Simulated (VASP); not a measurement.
# SiO3 (ReO3 type) (Pm-3m) in VASP: a series of runs

SiO3 (ReO3 type) is run at these levels: PBE; tasks: single point.

Program: VASP 6.6.1. These are calculated values, not measurements. Logs are shortened: lines on timing, memory, paths and dates and some standing lists are left out, and cuts for length are marked.

## (1) The cell of the first run

The structure is cubic, space group Pm-3m (No. 221). Conventional cell: a = 3.538 Å, b = 3.538 Å, c = 3.538 Å, α = 90.00°, β = 90.00°, γ = 90.00°. Si (site symmetry m-3m) has 6 O at 1.77 Å within 2.3 Å. O (site symmetry 4/mmm) has 2 Si at 1.77 Å within 2.3 Å.

## (2) Single point, PBE

INCAR reads:

```
SYSTEM = SiO3
PREC = Accurate
ENCUT = 600
EDIFF = 1E-6
ISMEAR = -1
SIGMA = 0.06122561905347299
LREAL = .FALSE.
LASPH = .TRUE.
NELM = 120
ALGO = Normal
ISIF = 2
LWAVE = .FALSE.
LCHARG = .FALSE.
GGA = PE
NBANDS = 19
GGA_COMPAT = .FALSE.
```

KPOINTS reads:

```
regular mesh
0
G
  31 31 31
  0 0 0
```

POSCAR reads:

```
SiO3
1.0
    3.5379174357      0.0000000000      0.0000000000
    0.0000000000      3.5379174357      0.0000000000
    0.0000000000      0.0000000000      3.5379174357
Si O
1 3
Direct
    0.0000000000      0.0000000000      0.0000000000
    0.5000000000      0.0000000000      0.0000000000
    0.0000000000      0.5000000000      0.0000000000
    0.0000000000      0.0000000000      0.5000000000
```

Potentials or basis: VASP PAW PBE potentials, release 64 (Si, O).

Started as:

```sh
$ cat potpaw_PBE.64/Si/POTCAR potpaw_PBE.64/O/POTCAR > POTCAR
$ mpirun -np 1 vasp_std > vasp.out
```

OUTCAR:

```text
SYSTEM = SiO3
   PREC = Accurate
   ENCUT = 600
   EDIFF = 1E-6
   ISMEAR = -1
   LREAL = .FALSE.
   LASPH = .TRUE.
   NELM = 120
   ISIF = 2
   GGA = PE

 ion  position               nearest neighbor table
   1  0.000  0.000  0.000-   2 1.77   3 1.77   4 1.77   4 1.77   3 1.77   2 1.77
   2  0.500  0.000  0.000-   1 1.77   1 1.77
   3  0.000  0.500  0.000-   1 1.77   1 1.77
   4  0.000  0.000  0.500-   1 1.77   1 1.77

  LATTYP: Found a simple cubic cell.
 ALAT       =     3.5379174357

  Lattice vectors:

 A1 = (   3.5379174357,   0.0000000000,   0.0000000000)
 A2 = (   0.0000000000,   3.5379174357,   0.0000000000)
 A3 = (   0.0000000000,   0.0000000000,   3.5379174357)

Analysis of symmetry for initial positions (statically):
=====================================================================
 Subroutine PRICEL returns:
 Original cell was already a primitive cell.

 Routine SETGRP: Setting up the symmetry group for a
 simple cubic supercell.

 Subroutine GETGRP returns: Found 48 space group operations
 (whereof 48 operations were pure point group operations)
 out of a pool of 48 trial point group operations.

The static configuration has the point symmetry O_h .

Analysis of symmetry for dynamics (positions and initial velocities):
=====================================================================
 Subroutine PRICEL returns:
 Original cell was already a primitive cell.

 Routine SETGRP: Setting up the symmetry group for a
 simple cubic supercell.

 Subroutine GETGRP returns: Found 48 space group operations
 (whereof 48 operations were pure point group operations)
 out of a pool of 48 trial point group operations.

The dynamic configuration has the point symmetry O_h .

 Subroutine INISYM returns: Found 48 space group operations
 (whereof 48 operations are pure point group operations),
 and found     1 'primitive' translations

----------------------------------------------------------------------------------------

                                     Primitive cell

  volume of cell :      44.2836

  direct lattice vectors                    reciprocal lattice vectors
     3.537917436  0.000000000  0.000000000     0.282652159  0.000000000  0.000000000
     0.000000000  3.537917436  0.000000000     0.000000000  0.282652159  0.000000000
     0.000000000  0.000000000  3.537917436     0.000000000  0.000000000  0.282652159

  length of vectors
     3.537917436  3.537917436  3.537917436     0.282652159  0.282652159  0.282652159

  position of ions in fractional coordinates (direct lattice)
     0.000000000  0.000000000  0.000000000
     0.500000000  0.000000000  0.000000000
     0.000000000  0.500000000  0.000000000
     0.000000000  0.000000000  0.500000000

  ion indices of the primitive-cell ions
   primitive index   ion index
                 1           1
                 2           2
                 3           3
                 4           4

----------------------------------------------------------------------------------------

 KPOINTS: regular mesh

Automatic generation of k-mesh.
 Grid dimensions read from file:
 generate k-points for:   31   31   31

 Generating k-lattice:

  Cartesian coordinates                     Fractional coordinates (reciprocal lattice)
     0.009117812  0.000000000  0.000000000     0.032258065  0.000000000  0.000000000
     0.000000000  0.009117812  0.000000000     0.000000000  0.032258065  0.000000000
     0.000000000  0.000000000  0.009117812     0.000000000  0.000000000  0.032258065

  Length of vectors
     0.009117812  0.009117812  0.009117812

  Shift w.r.t. Gamma in fractional coordinates (k-lattice)
     0.000000000  0.000000000  0.000000000

 Subroutine IBZKPT returns following result:
 ===========================================

 Found    816 irreducible k-points:

 Following reciprocal coordinates:
            Coordinates               Weight
  0.000000  0.000000  0.000000      1.000000
  0.032258  0.000000  0.000000      6.000000
  0.064516  0.000000  0.000000      6.000000
  0.096774  0.000000  0.000000      6.000000
  0.129032  0.000000  0.000000      6.000000
  0.161290  0.000000  0.000000      6.000000
[... 16 lines left out ...]
  0.225806  0.032258  0.000000     24.000000
  0.258065  0.032258  0.000000     24.000000
 [... further k-points ...]
   k-points           NKPTS =    816   k-points in BZ     NKDIM =    816   number of bands    NBANDS=     19
   number of dos      NEDOS =    301   number of ions     NIONS =      4
   total plane-waves  NPLWV =  21952
   dimension x,y,z NGX =    28 NGY =   28 NGZ =   28
   dimension x,y,z NGXF=    56 NGYF=   56 NGZF=   56
   ions per type =               1   3
   NGX,Y,Z   is equivalent  to a cutoff of  13.16, 13.16, 13.16 a.u.
   NGXF,Y,Z  is equivalent  to a cutoff of  26.31, 26.31, 26.31 a.u.
 SYSTEM =  SiO3
   PREC   = accura    normal or accurate (medium, high low for compatibility)
   ISTART =      0    job   : 0-new  1-cont  2-samecut
   ICHARG =      2    charge: 1-file 2-atom 10-const
   ISPIN  =      1    spin polarized calculation?
   LNONCOLLINEAR =      F non collinear calculations
   LSORBIT =      F    spin-orbit coupling
   LASPH  =      T    aspherical Exc in radial PAW
   ENCUT  =  600.0 eV  44.10 Ry    6.64 a.u.   7.07  7.07  7.07*2*pi/ulx,y,z
   NELM   =    120;   NELMIN=  2; NELMDL= -5     # of ELM steps
   EDIFF  = 0.1E-05   stopping-criterion for ELM
   LREAL  =      F    real-space projection
   EDIFFG = 0.1E-04   stopping-criterion for IOM
   NSW    =      0    number of steps for IOM
   IBRION =     -1    ionic relax: 0-MD 1-quasi-New 2-CG
   NFREE  =      0    steps in history (QN), initial steepest desc. (CG)
   ISIF   =      2    stress and relaxation
   ISYM   =      2    0-nonsym 1-usesym 2-fastsym
   POTIM  = 0.5000    time-step for ionic-motion
   TEBEG  =    0.0;   TEEND  =   0.0 temperature during run
   PSTRESS=    0.0 pullay stress
   NELECT =      22.0000    total number of electrons
   NUPDOWN=      -1.0000    fix difference up-down
   EMIN   =  10.00;   EMAX   =-10.00  energy-range for DOS
   EFERMI =   0.00;   METHOD = LEGACY
   ISMEAR =    -1;   SIGMA  =   0.06  broadening in eV -4-tet -1-fermi 0-gaus
   EFERMI_NEDOS =   21; number of points for ismear=-14 and -15
   IALGO  =     38    algorithm
   IMIX   =      4    mixing-type and parameters
     AMIX     =   0.40;   BMIX     =  1.00
     AMIX_MAG =   1.60;   BMIX_MAG =  1.00
  volume/ion in A,a.u.               =      11.07        74.71
  Fermi-wavevector in a.u.,A,eV,Ry     =   1.296586  2.450192 22.873238  1.681136
  Thomas-Fermi vector in A             =   2.428033
   LORBIT       =      0    0 simple, 1 ext, 2 COOP (PROOUT), +10 PAW based schemes
   GGA     = PE    functional components
   LHFCALC =     F    Hartree Fock is set to
   AEXX    =    0.0000 exact exchange contribution
   IVDW    =     0    specifies the selected vdW correction
   LEPSILON=     F    determine dielectric tensor
   LRPA    =     F    only Hartree local field effects (RPA)
 non-spin polarized calculation
  energy-cutoff  :      600.00
  volume of cell :       44.28
 maximum number of plane-waves:      1493
   NGX = 15   NGY = 15   NGZ = 15

 number of electron      22.0000016 magnetization

 Free energy of the ion-electron system (eV)
  ---------------------------------------------------
  ext. energy  EPLUGINS =         0.00000000
  ---------------------------------------------------
  free energy    TOTEN  =       -25.83279101 eV

  energy without entropy =      -25.79305644  energy(sigma->0) =      -25.81292372

 E-fermi :   1.5469     XC(G=0):  -9.8797

 val. band max:        1.5467648926   @ k =   0.2258   0.2258   0.1613
 cond. band min:       1.5480270569   @ k =   0.3548   0.1935   0.1290
 fundamental gap:      0.0012621644
 Fermi energy:         1.5468754227

 k-point     1 :       0.0000    0.0000    0.0000
  band No.  band energies     occupation
      1     -18.3018      2.00000
      2     -14.7409      2.00000
      3     -14.7409      2.00000
      4      -4.9184      2.00000
      5      -4.9184      2.00000
      6      -4.9184      2.00000
[... 11 lines left out ...]
     18      18.2415      0.00000
     19      18.2415      0.00000

 k-point     2 :       0.0323    0.0000    0.0000
  band No.  band energies     occupation
      1     -18.2956      2.00000
      2     -14.7510      2.00000
      3     -14.7406      2.00000
      4      -4.9144      2.00000
      5      -4.9144      2.00000
      6      -4.9118      2.00000
[... 11 lines left out ...]
     18      18.2104      0.00000
     19      18.2616      0.00000

 k-point     3 :       0.0645    0.0000    0.0000
  band No.  band energies     occupation
      1     -18.2773      2.00000
      2     -14.7806      2.00000
      3     -14.7393      2.00000
      4      -4.9019      2.00000
      5      -4.9019      2.00000
      6      -4.8913      2.00000
[... 11 lines left out ...]
     18      18.1199      0.00000
     19      18.3213      0.00000

 k-point     4 :       0.0968    0.0000    0.0000
  band No.  band energies     occupation
      1     -18.2469      2.00000
      2     -14.8292      2.00000
      3     -14.7373      2.00000
      4      -4.8815      2.00000
      5      -4.8815      2.00000
      6      -4.8575      2.00000
[... 11 lines left out ...]
     18      17.9766      0.00000
     19      18.4192      0.00000

 k-point     5 :       0.1290    0.0000    0.0000
  band No.  band energies     occupation
      1     -18.2048      2.00000
      2     -14.8955      2.00000
      3     -14.7346      2.00000
      4      -4.8537      2.00000
      5      -4.8537      2.00000
      6      -4.8112      2.00000
[... 11 lines left out ...]
     18      17.7892      0.00000
     19      18.5529      0.00000
[... 334 lines left out ...]
      2     -14.9793      2.00000
      3     -14.7384      2.00000
      4      -4.9041      2.00000
      5      -4.8150      2.00000
      6      -4.6583      2.00000
[... 11 lines left out ...]
     18      17.5735      0.00000
     19      18.6870      0.00000

 k-point    22 :       0.1935    0.0323    0.0000
  band No.  band energies     occupation
      1     -18.0818      2.00000
      2     -15.0756      2.00000
      3     -14.7346      2.00000
      4      -4.8744      2.00000
      5      -4.7748      2.00000
      6      -4.5799      2.00000
[... 11 lines left out ...]
     18      17.3219      0.00000
     19      18.8683      0.00000

 k-point    23 :       0.2258    0.0323    0.0000
  band No.  band energies     occupation
      1     -18.0087      2.00000
      2     -15.1836      2.00000
      3     -14.7305      2.00000
      4      -4.8381      2.00000
      5      -4.7303      2.00000
      6      -4.4950      2.00000
[... 11 lines left out ...]
     18      17.0492      0.00000
     19      18.7429      0.00000

 k-point    24 :       0.2581    0.0323    0.0000
  band No.  band energies     occupation
      1     -17.9275      2.00000
      2     -15.3006      2.00000
      3     -14.7263      2.00000
      4      -4.7969      2.00000
      5      -4.6829      2.00000
      6      -4.4053      2.00000
[... 11 lines left out ...]
     18      16.7623      0.00000
     19      18.3296      0.00000

 [... further k-points ...]
[... 5 lines left out ...]
  --------------------------------------------------------------------------------------
  -------------------------------------------------------------------------------------
  Total       -2.9257726     -2.9257726     -2.9257726     -0.0000000     -0.0000000      0.0000000
  in kB     -105.8541941   -105.8541941   -105.8541941     -0.0000000     -0.0000000      0.0000000
  external PRESSURE =    -105.8541941 kB  Pullay stress =       0.0000000 kB

 VOLUME and BASIS-vectors are now :
 -----------------------------------------------------------------------------
  energy-cutoff  :      600.00
  volume of cell :       44.28
      direct lattice vectors                 reciprocal lattice vectors
     3.537917436  0.000000000  0.000000000     0.282652159  0.000000000  0.000000000
     0.000000000  3.537917436  0.000000000     0.000000000  0.282652159  0.000000000
     0.000000000  0.000000000  3.537917436     0.000000000  0.000000000  0.282652159

 POSITION                                       TOTAL-FORCE (eV/Angst)
 -----------------------------------------------------------------------------------
      0.00000      0.00000      0.00000         0.000000      0.000000      0.000000
      1.76896      0.00000      0.00000         0.000000      0.000000      0.000000
      0.00000      1.76896      0.00000         0.000000      0.000000      0.000000
      0.00000      0.00000      1.76896         0.000000      0.000000      0.000000
 -----------------------------------------------------------------------------------
    total drift:                                0.000000      0.000000     -0.000000

  FREE ENERGIE OF THE ION-ELECTRON SYSTEM (eV)
  ---------------------------------------------------
  free  energy   TOTEN  =       -25.8327910066 eV

  energy  without entropy=      -25.7930564360  energy(sigma->0) =      -25.81292372
```

It took 14 min on 1 thread of Oxide Virtual Turin-like, shared host; peak memory 0.65 GiB.

Results:

| Quantity | Value |
| --- | --- |
| Free energy | -25.8328 eV |
| Pressure | -10.6 GPa |
| Band gap on the k mesh | zero (bands 11 and 12 overlap by 1.33 eV) |

Caveat: the cell stands under tension.

## (3) Single point, PBE

This run uses another cell than the first one, of 10.24 Å³/atom.

INCAR reads:

```
SYSTEM = SiO3
PREC = Accurate ; ENCUT = 600
EDIFF = 1E-6 ; ISMEAR = -1
SIGMA = 0.06122561905347299 ; LREAL = .FALSE.
LASPH = .TRUE. ; NELM = 120
ALGO = Normal ; ISIF = 2
LWAVE = .FALSE. ; LCHARG = .FALSE.
GGA = PE ; NBANDS = 19
GGA_COMPAT = .FALSE.
```

KPOINTS is that of step 2.

POSCAR reads:

```
SiO3
1.0
    3.4465752398      0.0000000000      0.0000000000
    0.0000000000      3.4465752398      0.0000000000
    0.0000000000      0.0000000000      3.4465752398
Si O
1 3
Direct
    0.0000000000      0.0000000000      0.0000000000
    0.5000000000      0.0000000000      0.0000000000
    0.0000000000      0.5000000000      0.0000000000
    0.0000000000      0.0000000000      0.5000000000
```

Potentials or basis: VASP PAW PBE potentials, release 64 (Si, O).

Started as:

```sh
$ cat potpaw_PBE.64/Si/POTCAR potpaw_PBE.64/O/POTCAR > POTCAR
$ mpirun -np 1 vasp_std > vasp.out
```

Wall time 7.7 min (1 thread of Oxide Virtual Turin-like, shared host); peak memory 0.62 GiB.

The run converged. Its results:

```yaml
Free_energy: -25.9032 eV
Pressure: 3.9 GPa
Band_gap_on_the_k_mesh: zero (bands 11 and 12 overlap by 1.46 eV)
```

Levels at points of the mesh, in eV from the Fermi level:
```
           k point  band 7  band 8  band 9  band 10  band 11  band 12  band 13  band 14  band 15  band 16
(0.00, 0.00, 0.00)   -0.55   -0.55   -0.55    -0.34    -0.34    -0.34     6.82     9.02    14.30    14.30
```

Caveat: the cell stands under pressure.
